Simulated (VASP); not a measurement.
# SnH in VASP: settings compared, part 2 of 3

VASP 6.6.1.

### Step 4. Single point, PBE

This run uses another cell than the first one, of 152.09 Å³/atom, 1.034 times its volume.

Contents of INCAR:

```
ALGO = Normal
DIPOL = 0.5 0.5 0.309
EDIFF = 1E-6
ENCUT = 520
GGA = PE
IDIPOL = 3
ISIF = 2
ISMEAR = -1
LASPH = True
LCHARG = True
LDIPOL = True
LELF = True
LREAL = False
LVACPOTAV = True
LVHAR = True
LWAVE = False
NBANDS = 23
NELM = 100
PREC = Accurate
SIGMA = 0.02
```

Contents of KPOINTS:

```
k-points
0
Gamma
  6 6 1
```

Contents of POSCAR:

```
SnH
1.0
    4.6586374065      0.0000000000      0.0000000000
   -2.3293187033      4.0344983411      0.0000000000
    0.0000000000      0.0000000000     32.3669333360
Sn H
2 2
Direct
    0.3333333333      0.6666666667      0.3217238519
    0.6666666667      0.3333333333      0.2961907276
    0.3333333333      0.6666666667      0.3749236290
    0.6666666667      0.3333333333      0.2429909504
```

Potentials or basis: VASP PAW PBE potentials, release 64 (Sn_d, H).

Run with:

```sh
$ cat potpaw_PBE.64/Sn_d/POTCAR potpaw_PBE.64/H/POTCAR > POTCAR
$ mpirun -np 1 vasp_std > vasp.out
```

OUTCAR:

```text
EDIFF = 1E-6
   ENCUT = 520
   GGA = PE
   ISIF = 2
   ISMEAR = -1
   LASPH = True
   LREAL = False
   NELM = 100
   PREC = Accurate

 ion  position               nearest neighbor table
   1  0.333  0.667  0.322-   3 1.72   2 2.81   2 2.81   2 2.81
   2  0.667  0.333  0.296-   4 1.72   1 2.81   1 2.81   1 2.81
   3  0.333  0.667  0.375-   1 1.72
   4  0.667  0.333  0.243-   2 1.72

  LATTYP: Found a hexagonal cell.
 ALAT       =     4.6586374065
 C/A-ratio  =     6.9477253780

  Lattice vectors:

 A1 = (   4.6586374065,   0.0000000000,   0.0000000000)
 A2 = (  -2.3293187033,   4.0344983411,   0.0000000000)
 A3 = (   0.0000000000,   0.0000000000,  32.3669333360)

Analysis of symmetry for initial positions (statically):
=====================================================================
 Subroutine PRICEL returns:
 Original cell was already a primitive cell.

 Routine SETGRP: Setting up the symmetry group for a
 hexagonal supercell.

 Subroutine GETGRP returns: Found 12 space group operations
 (whereof  6 operations were pure point group operations)
 out of a pool of 24 trial point group operations.

The static configuration has the point symmetry C_3v.
 The point group associated with its full space group is D_3d.

Analysis of symmetry for dynamics (positions and initial velocities):
=====================================================================
 Subroutine PRICEL returns:
 Original cell was already a primitive cell.

 Routine SETGRP: Setting up the symmetry group for a
 hexagonal supercell.

 Subroutine GETGRP returns: Found 12 space group operations
 (whereof  6 operations were pure point group operations)
 out of a pool of 24 trial point group operations.

The dynamic configuration has the point symmetry C_3v.
 The point group associated with its full space group is D_3d.

 Subroutine INISYM returns: Found 12 space group operations
 (whereof  6 operations are pure point group operations),
[... 101 lines left out ...]
     AMIX     =   0.40;   BMIX     =  1.00
     AMIX_MAG =   1.60;   BMIX_MAG =  1.00
  volume/ion in A,a.u.               =     152.09      1026.33
  Fermi-wavevector in a.u.,A,eV,Ry     =   0.600342  1.134481  4.903679  0.360410
  Thomas-Fermi vector in A             =   1.652164
   LORBIT       =      0    0 simple, 1 ext, 2 COOP (PROOUT), +10 PAW based schemes
   GGA     = PE    functional components
[... 5 lines left out ...]
 non-spin polarized calculation
  energy-cutoff  :      520.00
  volume of cell :      608.35
 maximum number of plane-waves:     16428
 NGX is ok and might be reduce to    36
   NGX = 17   NGY = 17   NGZ =121

 dipolmoment           0.000000      0.000000      0.000016 electrons x Angstroem

 number of electron      29.9999995 magnetization

 dipolmoment           0.000000      0.000000     -0.000000 electrons x Angstroem

 Free energy of the ion-electron system (eV)
  ---------------------------------------------------
  ext. energy  EPLUGINS =         0.00000000
  ---------------------------------------------------
  free energy    TOTEN  =       -13.61152747 eV

  energy without entropy =      -13.61152743  energy(sigma->0) =      -13.61152745

 E-fermi :  -3.4567     XC(G=0):  -1.5348

 val. band max:       -3.7473993593   @ k =   0.0000   0.0000   0.0000
 cond. band min:      -3.1798610932   @ k =   0.0000   0.0000   0.0000
 fundamental gap:      0.5675382661
 Fermi energy:        -3.4567038520

 k-point     1 :       0.0000    0.0000    0.0000
  band No.  band energies     occupation
      1     -24.8121      2.00000
      2     -24.8121      2.00000
      3     -24.7045      2.00000
      4     -24.7045      2.00000
      5     -24.6796      2.00000
      6     -24.5999      2.00000
[... 171 lines left out ...]
     22       3.2318      0.00000
     23       3.2318      0.00000

------------------------ aborting loop because EDIFF is reached ----------------------------------------

 vacuum level on the upper side and lower side of the slab       (xc-potential included)        -0.084        -0.084

  FORCE on cell =-STRESS in cart. coord.  units (eV):
  Direction    XX          YY          ZZ          XY          YZ          ZX
  --------------------------------------------------------------------------------------
  -------------------------------------------------------------------------------------
  Total        0.6135212      0.6135212      0.5718614     -0.0000000     -0.0000000     -0.0000000
  in kB        1.6158095      1.6158095      1.5060915     -0.0000000     -0.0000000     -0.0000000
  external PRESSURE =       1.5792368 kB  Pullay stress =       0.0000000 kB

 VOLUME and BASIS-vectors are now :
 -----------------------------------------------------------------------------
  energy-cutoff  :      520.00
  volume of cell :      608.35
      direct lattice vectors                 reciprocal lattice vectors
     4.658637406  0.000000000  0.000000000     0.214655040  0.123931145  0.000000000
    -2.329318703  4.034498341  0.000000000     0.000000000  0.247862291  0.000000000
     0.000000000  0.000000000 32.366933336     0.000000000  0.000000000  0.030895729

 POSITION                                       TOTAL-FORCE (eV/Angst)
 -----------------------------------------------------------------------------------
     -0.00000      2.68967     10.41321        -0.000000      0.000000     -0.041294
      2.32932      1.34483      9.58679         0.000000     -0.000000      0.041294
     -0.00000      2.68967     12.13513         0.000000     -0.000000      0.151981
      2.32932      1.34483      7.86487        -0.000000      0.000000     -0.151981
 -----------------------------------------------------------------------------------
    total drift:                               -0.000000     -0.000000     -0.000001

  FREE ENERGIE OF THE ION-ELECTRON SYSTEM (eV)
  ---------------------------------------------------
  free  energy   TOTEN  =       -13.6115274653 eV

  energy  without entropy=      -13.6115274324  energy(sigma->0) =      -13.61152745

 vacuum level on the upper side and lower side of the slab         1.185         1.185
```

stdout:

```text
POSCAR found type information on POSCAR SnH
 POSCAR found :  2 types and       4 ions
 scaLAPACK will be used
 LDA part: xc-table for (Slater+PW92), standard interpolation
 POSCAR, INCAR and KPOINTS ok, starting setup
 FFT: planning ... GRIDC
 FFT: planning ... GRID_SOFT
 FFT: planning ... GRID
 WAVECAR not read
 entering main loop
```

Run time: 1.8 min. Hardware: 1 thread of Intel Xeon 6975P-C (Granite Rapids), shared host; peak memory 0.68 GiB.

What came out:

```yaml
Free_energy: -13.6115 eV
Largest_force: 0.152 eV/Å
Band_gap_on_the_k_mesh: 0.57 eV, direct
Ionisation_potential_of_the_upper_face: 4.93 eV
```

Forces on the atoms (eV/Å):
```
Sn   0.000  0.000 -0.041
Sn   0.000  0.000  0.041
H    0.000  0.000  0.152
H    0.000  0.000 -0.152
```

Caveat: spin-orbit coupling is left out, which moves the levels of the heavy elements.

### Step 5. Single point, LDA

This run uses another cell than the first one, of 152.09 Å³/atom, 1.034 times its volume.

Contents of INCAR:

```
ALGO = Normal
DIPOL = 0.5 0.5 0.309
EDIFF = 1E-7
ENCUT = 520
GGA = CA
IDIPOL = 3
ISIF = 2
ISMEAR = 0
LASPH = T
LCHARG = F
LDIPOL = T
LREAL = F
LWAVE = F
NBANDS = 23
NELM = 100
PREC = Accurate
SIGMA = 0.01
```

KPOINTS is that of step 4.

POSCAR is that of step 4.

Potentials or basis: VASP PAW LDA potentials, release 64 (Sn_d, H).

Run with:

```sh
$ cat potpaw_LDA.64/Sn_d/POTCAR potpaw_LDA.64/H/POTCAR > POTCAR
$ mpirun -np 1 vasp_std > vasp.out
```

OUTCAR:

```text
EDIFF = 1E-7
   ENCUT = 520
   GGA = CA
   ISIF = 2
   ISMEAR = 0
   LASPH = T
   LREAL = F
   NELM = 100
   PREC = Accurate

 ion  position               nearest neighbor table
   1  0.333  0.667  0.322-   3 1.72   2 2.81   2 2.81   2 2.81
   2  0.667  0.333  0.296-   4 1.72   1 2.81   1 2.81   1 2.81
   3  0.333  0.667  0.375-   1 1.72
   4  0.667  0.333  0.243-   2 1.72

  LATTYP: Found a hexagonal cell.
 ALAT       =     4.6586374065
 C/A-ratio  =     6.9477253780

  Lattice vectors:

 A1 = (   4.6586374065,   0.0000000000,   0.0000000000)
 A2 = (  -2.3293187033,   4.0344983411,   0.0000000000)
 A3 = (   0.0000000000,   0.0000000000,  32.3669333360)

Analysis of symmetry for initial positions (statically):
=====================================================================
 Subroutine PRICEL returns:
 Original cell was already a primitive cell.

 Routine SETGRP: Setting up the symmetry group for a
 hexagonal supercell.

 Subroutine GETGRP returns: Found 12 space group operations
 (whereof  6 operations were pure point group operations)
 out of a pool of 24 trial point group operations.

The static configuration has the point symmetry C_3v.
 The point group associated with its full space group is D_3d.

Analysis of symmetry for dynamics (positions and initial velocities):
=====================================================================
 Subroutine PRICEL returns:
 Original cell was already a primitive cell.

 Routine SETGRP: Setting up the symmetry group for a
 hexagonal supercell.

 Subroutine GETGRP returns: Found 12 space group operations
 (whereof  6 operations were pure point group operations)
 out of a pool of 24 trial point group operations.

The dynamic configuration has the point symmetry C_3v.
 The point group associated with its full space group is D_3d.

[... 106 lines left out ...]
  Fermi-wavevector in a.u.,A,eV,Ry     =   0.600342  1.134481  4.903679  0.360410
  Thomas-Fermi vector in A             =   1.652164
   LORBIT       =      0    0 simple, 1 ext, 2 COOP (PROOUT), +10 PAW based schemes
   GGA     = CA    functional components
   LHFCALC =     F    Hartree Fock is set to
   AEXX    =    0.0000 exact exchange contribution
   IVDW    =     0    specifies the selected vdW correction
   LEPSILON=     F    determine dielectric tensor
   LRPA    =     F    only Hartree local field effects (RPA)
 non-spin polarized calculation
 Gauss-broadening in eV      SIGMA  =   0.01
  energy-cutoff  :      520.00
  volume of cell :      608.35
 maximum number of plane-waves:     16428
 NGX is ok and might be reduce to    36
   NGX = 17   NGY = 17   NGZ =121

 dipolmoment           0.000000      0.000000     -0.000000 electrons x Angstroem

 number of electron      29.9999995 magnetization

 dipolmoment           0.000000      0.000000      0.000001 electrons x Angstroem

 Free energy of the ion-electron system (eV)
  ---------------------------------------------------
  ext. energy  EPLUGINS =         0.00000000
  ---------------------------------------------------
  free energy    TOTEN  =       -14.84296181 eV

  energy without entropy =      -14.84296181  energy(sigma->0) =      -14.84296181

 E-fermi :  -3.8543     XC(G=0):  -1.5846

 val. band max:       -3.9272287747   @ k =   0.0000   0.0000   0.0000
 cond. band min:      -3.4495318050   @ k =   0.0000   0.0000   0.0000
 fundamental gap:      0.4776969697
 Fermi energy:        -3.8543436940

 k-point     1 :       0.0000    0.0000    0.0000
  band No.  band energies     occupation
      1     -24.9109      2.00000
      2     -24.9109      2.00000
      3     -24.8022      2.00000
      4     -24.8022      2.00000
      5     -24.7856      2.00000
      6     -24.7046      2.00000
[... 171 lines left out ...]
     22       3.1156      0.00000
     23       3.1156      0.00000

------------------------ aborting loop because EDIFF is reached ----------------------------------------

 vacuum level on the upper side and lower side of the slab       (xc-potential included)        -0.006        -0.006

  FORCE on cell =-STRESS in cart. coord.  units (eV):
  Direction    XX          YY          ZZ          XY          YZ          ZX
  --------------------------------------------------------------------------------------
  -------------------------------------------------------------------------------------
  Total       -1.0332521     -1.0332521     -0.1932950      0.0000000     -0.0000000     -0.0000000
  in kB       -2.7212403     -2.7212403     -0.5090743      0.0000000     -0.0000000     -0.0000000
  external PRESSURE =      -1.9838516 kB  Pullay stress =       0.0000000 kB

 VOLUME and BASIS-vectors are now :
 -----------------------------------------------------------------------------
  energy-cutoff  :      520.00
  volume of cell :      608.35
      direct lattice vectors                 reciprocal lattice vectors
     4.658637406  0.000000000  0.000000000     0.214655040  0.123931145  0.000000000
    -2.329318703  4.034498341  0.000000000     0.000000000  0.247862291  0.000000000
     0.000000000  0.000000000 32.366933336     0.000000000  0.000000000  0.030895729

 POSITION                                       TOTAL-FORCE (eV/Angst)
 -----------------------------------------------------------------------------------
     -0.00000      2.68967     10.41321         0.000000      0.000000     -0.176461
      2.32932      1.34483      9.58679         0.000000     -0.000000      0.176461
     -0.00000      2.68967     12.13513        -0.000000      0.000000     -0.001341
      2.32932      1.34483      7.86487        -0.000000     -0.000000      0.001341
 -----------------------------------------------------------------------------------
    total drift:                               -0.000000     -0.000000      0.000005

  FREE ENERGIE OF THE ION-ELECTRON SYSTEM (eV)
  ---------------------------------------------------
  free  energy   TOTEN  =       -14.8429618075 eV

  energy  without entropy=      -14.8429618075  energy(sigma->0) =      -14.84296181

 vacuum level on the upper side and lower side of the slab         1.166         1.166
```

OSZICAR:

```text
N       E                     dE             d eps       ncg     rms          rms(c)
DAV:   1     0.155479332468E+03    0.15548E+03   -0.13122E+04   458   0.940E+02
DAV:   2    -0.245593162444E+01   -0.15794E+03   -0.15580E+03   383   0.225E+02
DAV:   3    -0.151661593244E+02   -0.12710E+02   -0.12667E+02   422   0.843E+01
[... 18 lines left out ...]
DAV:  22    -0.148429606671E+02   -0.10311E-05   -0.15303E-08   329   0.615E-04    0.167E-04
DAV:  23    -0.148429611811E+02   -0.51404E-06   -0.32349E-09   270   0.344E-04    0.705E-05
DAV:  24    -0.148429616510E+02   -0.46984E-06   -0.70669E-09   272   0.369E-04    0.114E-04
DAV:  25    -0.148429617679E+02   -0.11695E-06    0.74081E-11   268   0.259E-04    0.208E-05
DAV:  26    -0.148429618075E+02   -0.39557E-07    0.43113E-10   245   0.149E-04
   1 F= -.14842962E+02 E0= -.14842962E+02  d E =-.266319E-26
```

It took 1.7 min on 1 thread of Intel Xeon 6975P-C (Granite Rapids), shared host; peak memory 0.49 GiB.

Results:

| Quantity | Value |
| --- | --- |
| Free energy | -14.8430 eV |
| Largest force | 0.176 eV/Å |
| Band gap on the k mesh | 0.48 eV, direct |

Forces on the atoms (eV/Å):
```
Sn   0.000  0.000 -0.176
Sn   0.000  0.000  0.176
H    0.000  0.000 -0.001
H    0.000  0.000  0.001
```

Caveat: spin-orbit coupling is left out, which moves the levels of the heavy elements.

(Part 2 of 3 ends here.)
